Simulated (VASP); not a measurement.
# HfN (NiAs type) (P6_3/mmc) in VASP: further runs

Runs on HfN (NiAs type). Level: PBE. Tasks: single point, relaxation of cell and atoms.

Program: VASP 6.6.1. These are calculated values, not measurements. Logs are shortened: lines on timing, memory, paths and dates and some standing lists are left out, and cuts for length are marked.

## (1) The cell of the first run

Symmetry: P6_3/mmc, No. 194, hexagonal system. The conventional cell has a = 2.720 Å, b = 2.720 Å, c = 5.210 Å, α = 90.00°, β = 90.00°, γ = 120.00°. Within 2.7 Å of Hf (site symmetry -3m) lie 6 N at 2.04 Å and 2 Hf at 2.61 Å. N (site symmetry -6m2) has 6 Hf at 2.04 Å within 2.7 Å.

## (2) Single point, PBE

INCAR

```
PREC = Accurate
ENCUT = 520
EDIFF = 1E-6
ISMEAR = -1
SIGMA = 0.08
LREAL = False
LASPH = True
NELM = 80
ALGO = Normal
ISIF = 2
LWAVE = False
LCHARG = False
GGA = PE
NBANDS = 23
```

KPOINTS

```
Automatic mesh
0
Gamma
  11 11 6
```

POSCAR

```
HfN
1.0
    2.7196893070      0.0000000000      0.0000000000
   -1.3598446535      2.3553200302      0.0000000000
    0.0000000000      0.0000000000      5.2102598827
Hf N
2 2
Direct
    0.0000000000      0.0000000000      0.0000000000
    0.0000000000      0.0000000000      0.5000000000
    0.3333333333      0.6666666667      0.2500000000
    0.6666666667      0.3333333333      0.7500000000
```

Potentials or basis: VASP PAW PBE potentials, release 64 (Hf_pv, N).

The run is started by

```sh
> cat potpaw_PBE.64/Hf_pv/POTCAR potpaw_PBE.64/N/POTCAR > POTCAR
> mpirun -np 1 vasp_std > vasp.out
```

OUTCAR:

```text
PREC = Accurate
   ENCUT = 520
   EDIFF = 1E-6
   ISMEAR = -1
   LREAL = False
   LASPH = True
   NELM = 80
   ISIF = 2
   GGA = PE

 ion  position               nearest neighbor table
   1  0.000  0.000  0.000-   3 2.04   4 2.04   3 2.04   4 2.04   4 2.04   3 2.04   2 2.61   2 2.61
                             2 3.77   2 3.77   2 3.77   2 3.77   2 3.77   2 3.77   2 3.77   2 3.77
   2  0.000  0.000  0.500-   3 2.04   4 2.04   3 2.04   4 2.04   4 2.04   3 2.04   1 2.61   1 2.61
                             1 3.77   1 3.77   1 3.77   1 3.77   1 3.77   1 3.77   1 3.77   1 3.77
   3  0.333  0.667  0.250-   1 2.04   2 2.04   1 2.04   2 2.04   1 2.04   2 2.04
   4  0.667  0.333  0.750-   1 2.04   2 2.04   1 2.04   2 2.04   1 2.04   2 2.04

  LATTYP: Found a hexagonal cell.
 ALAT       =     2.7196893070
 C/A-ratio  =     1.9157555495

  Lattice vectors:

 A1 = (   2.7196893070,   0.0000000000,   0.0000000000)
 A2 = (  -1.3598446535,   2.3553200302,   0.0000000000)
 A3 = (   0.0000000000,   0.0000000000,   5.2102598827)

Analysis of symmetry for initial positions (statically):
=====================================================================
 Subroutine PRICEL returns:
 Original cell was already a primitive cell.

 Routine SETGRP: Setting up the symmetry group for a
 hexagonal supercell.

 Subroutine GETGRP returns: Found 24 space group operations
 (whereof 12 operations were pure point group operations)
 out of a pool of 24 trial point group operations.

The static configuration has the point symmetry D_3d.
 The point group associated with its full space group is D_6h.

Analysis of symmetry for dynamics (positions and initial velocities):
=====================================================================
 Subroutine PRICEL returns:
 Original cell was already a primitive cell.

 Routine SETGRP: Setting up the symmetry group for a
 hexagonal supercell.

 Subroutine GETGRP returns: Found 24 space group operations
 (whereof 12 operations were pure point group operations)
 out of a pool of 24 trial point group operations.

The dynamic configuration has the point symmetry D_3d.
 The point group associated with its full space group is D_6h.

 Subroutine INISYM returns: Found 24 space group operations
 (whereof 12 operations are pure point group operations),
 and found     1 'primitive' translations

----------------------------------------------------------------------------------------

                                     Primitive cell

  volume of cell :      33.3756

  direct lattice vectors                    reciprocal lattice vectors
     2.719689307  0.000000000  0.000000000     0.367689058  0.212285377  0.000000000
    -1.359844653  2.355320030  0.000000000     0.000000000  0.424570754  0.000000000
     0.000000000  0.000000000  5.210259883     0.000000000  0.000000000  0.191929006

  length of vectors
     2.719689307  2.719689307  5.210259883     0.424570754  0.424570754  0.191929006

  position of ions in fractional coordinates (direct lattice)
     0.000000000  0.000000000  0.000000000
     0.000000000  0.000000000  0.500000000
     0.333333333  0.666666667  0.250000000
     0.666666667  0.333333333  0.750000000

  ion indices of the primitive-cell ions
   primitive index   ion index
                 1           1
                 2           2
                 3           3
                 4           4

----------------------------------------------------------------------------------------

 KPOINTS: Automatic mesh

Automatic generation of k-mesh.
 Grid dimensions read from file:
 generate k-points for:   11   11    6

 Generating k-lattice:

  Cartesian coordinates                     Fractional coordinates (reciprocal lattice)
     0.033426278  0.019298671  0.000000000     0.090909091  0.000000000  0.000000000
     0.000000000  0.038597341  0.000000000     0.000000000  0.090909091  0.000000000
     0.000000000  0.000000000  0.031988168     0.000000000  0.000000000  0.166666667

  Length of vectors
     0.038597341  0.038597341  0.031988168

  Shift w.r.t. Gamma in fractional coordinates (k-lattice)
     0.000000000  0.000000000  0.000000000

 Subroutine IBZKPT returns following result:
 ===========================================

 Found     64 irreducible k-points:

 Following reciprocal coordinates:
            Coordinates               Weight
  0.000000  0.000000  0.000000      1.000000
  0.090909 -0.000000  0.000000      6.000000
  0.181818 -0.000000  0.000000      6.000000
  0.272727 -0.000000  0.000000      6.000000
  0.363636 -0.000000  0.000000      6.000000
  0.454545 -0.000000  0.000000      6.000000
[... 16 lines left out ...]
  0.090909  0.090909  0.166667     12.000000
  0.181818  0.090909  0.166667     24.000000
 [... further k-points ...]
   k-points           NKPTS =     64   k-points in BZ     NKDIM =     64   number of bands    NBANDS=     23
   number of dos      NEDOS =    301   number of ions     NIONS =      4
   total plane-waves  NPLWV =  16000
   dimension x,y,z NGX =    20 NGY =   20 NGZ =   40
   dimension x,y,z NGXF=    40 NGYF=   40 NGZF=   80
   ions per type =               2   2
   NGX,Y,Z   is equivalent  to a cutoff of  12.23, 12.23, 12.76 a.u.
   NGXF,Y,Z  is equivalent  to a cutoff of  24.45, 24.45, 25.53 a.u.
 SYSTEM =  unknown system
   PREC   = accura    normal or accurate (medium, high low for compatibility)
   ISTART =      0    job   : 0-new  1-cont  2-samecut
   ICHARG =      2    charge: 1-file 2-atom 10-const
   ISPIN  =      1    spin polarized calculation?
   LNONCOLLINEAR =      F non collinear calculations
   LSORBIT =      F    spin-orbit coupling
   LASPH  =      T    aspherical Exc in radial PAW
   ENCUT  =  520.0 eV  38.22 Ry    6.18 a.u.   5.06  5.06  9.69*2*pi/ulx,y,z
   NELM   =     80;   NELMIN=  2; NELMDL= -5     # of ELM steps
   EDIFF  = 0.1E-05   stopping-criterion for ELM
   LREAL  =      F    real-space projection
   EDIFFG = 0.1E-04   stopping-criterion for IOM
   NSW    =      0    number of steps for IOM
   IBRION =     -1    ionic relax: 0-MD 1-quasi-New 2-CG
   NFREE  =      0    steps in history (QN), initial steepest desc. (CG)
   ISIF   =      2    stress and relaxation
   ISYM   =      2    0-nonsym 1-usesym 2-fastsym
   POTIM  = 0.5000    time-step for ionic-motion
   TEBEG  =    0.0;   TEEND  =   0.0 temperature during run
   PSTRESS=    0.0 pullay stress
   NELECT =      30.0000    total number of electrons
   NUPDOWN=      -1.0000    fix difference up-down
   EMIN   =  10.00;   EMAX   =-10.00  energy-range for DOS
   EFERMI =   0.00;   METHOD = LEGACY
   ISMEAR =    -1;   SIGMA  =   0.08  broadening in eV -4-tet -1-fermi 0-gaus
   EFERMI_NEDOS =   21; number of points for ismear=-14 and -15
   IALGO  =     38    algorithm
   IMIX   =      4    mixing-type and parameters
     AMIX     =   0.40;   BMIX     =  1.00
     AMIX_MAG =   1.60;   BMIX_MAG =  1.00
  volume/ion in A,a.u.               =       8.34        56.31
  Fermi-wavevector in a.u.,A,eV,Ry     =   1.579934  2.985643 33.962762  2.496193
  Thomas-Fermi vector in A             =   2.680238
   LORBIT       =      0    0 simple, 1 ext, 2 COOP (PROOUT), +10 PAW based schemes
   GGA     = PE    functional components
   LHFCALC =     F    Hartree Fock is set to
   AEXX    =    0.0000 exact exchange contribution
   IVDW    =     0    specifies the selected vdW correction
   LEPSILON=     F    determine dielectric tensor
   LRPA    =     F    only Hartree local field effects (RPA)
 non-spin polarized calculation
  energy-cutoff  :      520.00
  volume of cell :       33.38
 maximum number of plane-waves:       915
   NGX = 11   NGY = 11   NGZ = 19

 number of electron      29.9999991 magnetization

 Free energy of the ion-electron system (eV)
  ---------------------------------------------------
  ext. energy  EPLUGINS =         0.00000000
  ---------------------------------------------------
  free energy    TOTEN  =       -35.26059344 eV

  energy without entropy =      -35.22513400  energy(sigma->0) =      -35.24286372

 E-fermi :  10.8205     XC(G=0): -14.4823

 val. band max:       10.8060208405   @ k =   0.3636   0.0909   0.0000
 cond. band min:      10.8279027530   @ k =   0.3636   0.1818   0.3333
 fundamental gap:      0.0218819125
 Fermi energy:        10.8205420369

 k-point     1 :       0.0000    0.0000    0.0000
  band No.  band energies     occupation
      1     -21.5896      2.00000
      2     -18.3849      2.00000
      3     -18.3840      2.00000
      4     -18.3840      2.00000
      5     -18.0693      2.00000
      6     -18.0693      2.00000
[... 15 lines left out ...]
     22      18.1840      0.00000
     23      19.2412      0.00000

 k-point     2 :       0.0909   -0.0000    0.0000
  band No.  band energies     occupation
      1     -21.5159      2.00000
      2     -18.7031      2.00000
      3     -18.4418      2.00000
      4     -18.3485      2.00000
      5     -18.3217      2.00000
      6     -18.1184      2.00000
[... 15 lines left out ...]
     22      19.0814      0.00000
     23      19.1794      0.00000

 k-point     3 :       0.1818   -0.0000    0.0000
  band No.  band energies     occupation
      1     -21.3122      2.00000
      2     -19.4750      2.00000
      3     -18.9627      2.00000
      4     -18.5933      2.00000
      5     -18.2480      2.00000
      6     -18.2437      2.00000
[... 15 lines left out ...]
     22      19.2867      0.00000
     23      19.8951      0.00000
[... 495 lines left out ...]
 k-point    23 :       0.0909    0.0909    0.1667
  band No.  band energies     occupation
      1     -21.2110      2.00000
      2     -19.2117      2.00000
      3     -18.7815      2.00000
      4     -18.5451      2.00000
      5     -18.5253      2.00000
      6     -18.2477      2.00000
[... 15 lines left out ...]
     22      18.6798      0.00000
     23      20.4750      0.00000

 k-point    24 :       0.1818    0.0909    0.1667
  band No.  band energies     occupation
      1     -20.9746      2.00000
      2     -19.9684      2.00000
      3     -19.4460      2.00000
      4     -18.7642      2.00000
      5     -18.4526      2.00000
      6     -18.3818      2.00000
[... 15 lines left out ...]
     22      19.2773      0.00000
     23      20.8575      0.00000

 [... further k-points ...]
[... 5 lines left out ...]
  --------------------------------------------------------------------------------------
  -------------------------------------------------------------------------------------
  Total       41.5567326     41.5567325     40.8560837      0.0000000      0.0000000     -0.0000000
  in kB     1994.9102900   1994.9102899   1961.2759883      0.0000000      0.0000000     -0.0000000
  external PRESSURE =    1983.6988561 kB  Pullay stress =       0.0000000 kB

 VOLUME and BASIS-vectors are now :
 -----------------------------------------------------------------------------
  energy-cutoff  :      520.00
  volume of cell :       33.38
      direct lattice vectors                 reciprocal lattice vectors
     2.719689307  0.000000000  0.000000000     0.367689058  0.212285377  0.000000000
    -1.359844653  2.355320030  0.000000000     0.000000000  0.424570754  0.000000000
     0.000000000  0.000000000  5.210259883     0.000000000  0.000000000  0.191929006

 POSITION                                       TOTAL-FORCE (eV/Angst)
 -----------------------------------------------------------------------------------
      0.00000      0.00000      0.00000        -0.000000      0.000000      0.000000
      0.00000      0.00000      2.60513        -0.000000      0.000000      0.000000
     -0.00000      1.57021      1.30256         0.000000      0.000000      0.000000
      1.35984      0.78511      3.90769        -0.000000      0.000000      0.000000
 -----------------------------------------------------------------------------------
    total drift:                                0.000000     -0.000000      0.000000

  FREE ENERGIE OF THE ION-ELECTRON SYSTEM (eV)
  ---------------------------------------------------
  free  energy   TOTEN  =       -35.2605934350 eV

  energy  without entropy=      -35.2251340015  energy(sigma->0) =      -35.24286372
```

Wall time 29 s (1 thread of Intel Xeon 6975P-C, shared host); peak memory 0.17 GiB.

Results:

| Quantity | Value |
| --- | --- |
| Free energy | -35.2606 eV |
| Pressure | 198.4 GPa |
| Band gap on the k mesh | zero (band 15 reaches 12.24 eV, above the bottom of band 16 at 9.99 eV) |

Stress tensor (GPa, compression positive):
```
199.49   0.00   0.00
  0.00 199.49   0.00
  0.00   0.00 196.13
```

Caveat: spin-orbit coupling is left out, which moves the levels of the heavy elements.

## (3) Relaxation of cell and atoms, PBE, target pressure 200 GPa, at which the enthalpy is minimised

This run uses another cell than the first one, of 8.23 Å³/atom, 0.986 times its volume.

INCAR

```
SYSTEM = HfN
ALGO     = Normal         ! electronic algorithm
EDIFF    = 1E-6           ! SCF threshold, eV
EDIFFG   = -0.005         ! ionic threshold
ENCUT    = 600            ! plane-wave cutoff, eV
GGA      = PE             ! functional
IBRION   = 2              ! ionic algorithm
ISIF     = 3              ! what is computed and relaxed
ISMEAR   = -1             ! smearing method
LASPH    = .TRUE.         ! aspherical terms in the spheres
LCHARG   = .FALSE.        ! write CHGCAR
LREAL    = .FALSE.        ! projectors in reciprocal space
LWAVE    = .FALSE.        ! write WAVECAR
NELM     = 80             ! most SCF steps
NSW      = 60             ! ionic steps
PREC     = Accurate       ! precision mode
PSTRESS  = 2000.0       
SIGMA    = 0.08           ! smearing width, eV
```

KPOINTS

```
k-points
0
G
  11 11 6
  0 0 0
```

POSCAR

```
HfN
1.0
    2.9054829294      0.0000000000      0.0000000000
   -1.4527414647      2.5162220271      0.0000000000
    0.0000000000      0.0000000000      4.5034985406
Hf N
2 2
Direct
    0.0000000000      0.0000000000      0.0000000000
    0.0000000000      0.0000000000      0.5000000000
    0.3333333333      0.6666666667      0.2500000000
    0.6666666667      0.3333333333      0.7500000000
```

Potentials or basis: VASP PAW PBE potentials, release 64 (Hf_pv, N).

The run is started by

```sh
> cat potpaw_PBE.64/Hf_pv/POTCAR potpaw_PBE.64/N/POTCAR > POTCAR
> mpirun -np 1 vasp_std > vasp.out
```

OUTCAR:

```text
SYSTEM = HfN
   EDIFF = 1E-6
   EDIFFG = -0.005
   ENCUT = 600
   GGA = PE
   IBRION = 2
   ISIF = 3
   ISMEAR = -1
   LASPH = .TRUE.
   LREAL = .FALSE.
   NELM = 80
   NSW = 60
   PREC = Accurate
   PSTRESS = 2000.0

 ion  position               nearest neighbor table
   1  0.000  0.000  0.000-   3 2.02   4 2.02   3 2.02   4 2.02   4 2.02   3 2.02   2 2.25   2 2.25
                             2 3.68   2 3.68   2 3.68   2 3.68   2 3.68   2 3.68   2 3.68   2 3.68
   2  0.000  0.000  0.500-   3 2.02   4 2.02   3 2.02   4 2.02   4 2.02   3 2.02   1 2.25   1 2.25
                             1 3.68   1 3.68   1 3.68   1 3.68   1 3.68   1 3.68   1 3.68   1 3.68
   3  0.333  0.667  0.250-   1 2.02   2 2.02   1 2.02   2 2.02   1 2.02   2 2.02
   4  0.667  0.333  0.750-   1 2.02   2 2.02   1 2.02   2 2.02   1 2.02   2 2.02

  LATTYP: Found a hexagonal cell.
 ALAT       =     2.9054829294
 C/A-ratio  =     1.5500000000

  Lattice vectors:

 A1 = (   2.9054829294,   0.0000000000,   0.0000000000)
 A2 = (  -1.4527414647,   2.5162220271,   0.0000000000)
[... 837 lines left out ...]

[... ionic steps 4 to 7 ...]

--------------------------------------- Ionic step        8  -------------------------------------------

 number of electron      30.0000000 magnetization

------------------------ aborting loop because EDIFF is reached ----------------------------------------
[... 75 lines left out ...]
--------------------------------------- Ionic step       10  -------------------------------------------

 number of electron      30.0000000 magnetization

 Free energy of the ion-electron system (eV)
  ---------------------------------------------------
  ext. energy  EPLUGINS =         0.00000000
  ---------------------------------------------------
  free energy    TOTEN  =       -35.21533235 eV

  energy without entropy =      -35.18114758  energy(sigma->0) =      -35.19823996

 E-fermi :  10.8889     XC(G=0): -14.4874

 val. band max:       10.8509410868   @ k =   0.3636   0.1818   0.3333
 cond. band min:      10.9226427264   @ k =   0.3636   0.0909   0.0000
 fundamental gap:      0.0717016396
 Fermi energy:        10.8888670914

 k-point     1 :       0.0000    0.0000    0.0000
  band No.  band energies     occupation
      1     -21.6127      2.00000
      2     -18.3818      2.00000
      3     -18.3818      2.00000
      4     -18.3207      2.00000
      5     -18.0526      2.00000
      6     -18.0526      2.00000
[... 554 lines left out ...]
  energy  without entropy=      -35.1811475774  energy(sigma->0) =      -35.19823996

  enthalpy is  TOTEN    =         6.3970414822 eV   P V=       41.6123738279

 reached required accuracy - stopping structural energy minimisation
```

OSZICAR:

```text
N       E                     dE             d eps       ncg     rms          rms(c)
DAV:   1     0.169112208991E+03    0.16911E+03   -0.19220E+04  2432   0.184E+03
[... 94 lines left out ...]
DAV:   1    -0.352210492356E+02    0.19753E+00   -0.51118E-01  2453   0.599E+00    0.219E+00
DAV:   2    -0.352172533462E+02    0.37959E-02   -0.11661E-02  2690   0.939E-01    0.921E-01
DAV:   3    -0.352154113871E+02    0.18420E-02   -0.23654E-03  3037   0.389E-01    0.402E-01
DAV:   4    -0.352153304892E+02    0.80898E-04   -0.29632E-04  3215   0.140E-01    0.236E-01
DAV:   5    -0.352153339939E+02   -0.35047E-05   -0.23720E-05  2713   0.372E-02    0.448E-02
DAV:   6    -0.352153325804E+02    0.14134E-05   -0.95517E-07  1489   0.917E-03    0.508E-03
DAV:   7    -0.352153323456E+02    0.23480E-06   -0.18529E-07  1357   0.389E-03
  10 F= 0.63970415E+01 E0= 0.64141339E+01  d E =-.122025E-02
```

Run time: 5.1 min. Hardware: 1 thread of Intel Xeon 6975P-C, shared host; peak memory 0.2 GiB.

Results:

| Item | Value |
| --- | --- |
| Free energy | -35.2153 eV |
| Relaxed volume | 8.33 Å³/atom |
| Relaxed cell | a = 2.725 Å, b = 2.725 Å, c = 5.185 Å, α = 90.00°, β = 90.00°, γ = 120.00° |
| Space group after relaxing (to 0.05 Å) | P6_3/mmc (No. 194) |
| Energy change on relaxing (the enthalpy is what falls) | -607.2 meV/atom |
| Ionic steps | 10 |
| Pressure after relaxing | 200.0 GPa |
| Band gap on the k mesh | zero (band 15 reaches 12.24 eV, above the bottom of band 16 at 10.06 eV) |

Step by step:
| step | energy change (eV) | largest force (eV/Å) | pressure (GPa) | volume (Å³) |
| --- | --- | --- | --- | --- |
| 1 | 0.0000 | 0.0000 | 230.53 | 32.92 |
| 2 | -6.7651 | 0.0000 | 68.65 | 39.63 |
| 3 | -5.0351 | 0.0000 | 140.77 | 35.94 |
| 4 | -4.5059 | 0.0000 | 152.26 | 35.48 |
| 5 | 9.3723 | 0.0000 | 400.49 | 27.58 |
| 6 | -2.7980 | 0.0000 | 192.79 | 33.65 |
| 7 | -2.3899 | 0.0000 | 201.29 | 33.31 |
| 8 | -2.3350 | 0.0000 | 202.44 | 33.26 |
| 9 | -2.6319 | 0.0000 | 194.47 | 33.50 |
| 10 | -2.4287 | 0.0000 | 199.98 | 33.34 |

Final structure:
```cif
data_structure
_symmetry_space_group_name_H-M 'P 1'
_symmetry_Int_Tables_number 1
_cell_length_a 2.7246
_cell_length_b 2.7246
_cell_length_c 5.1851
_cell_angle_alpha 90.000
_cell_angle_beta 90.000
_cell_angle_gamma 120.000
_cell_volume 33.34
loop_
_atom_site_label
_atom_site_type_symbol
_atom_site_fract_x
_atom_site_fract_y
_atom_site_fract_z
_atom_site_occupancy
Hf1 Hf 0.00000 0.00000 0.00000 1
Hf2 Hf 0.00000 0.00000 0.50000 1
N1 N 0.33333 0.66667 0.25000 1
N2 N 0.66667 0.33333 0.75000 1
```

Caveat: the cell is relaxed towards a set pressure, so the enthalpy falls and the energy may rise; spin-orbit coupling is left out, which moves the levels of the heavy elements.
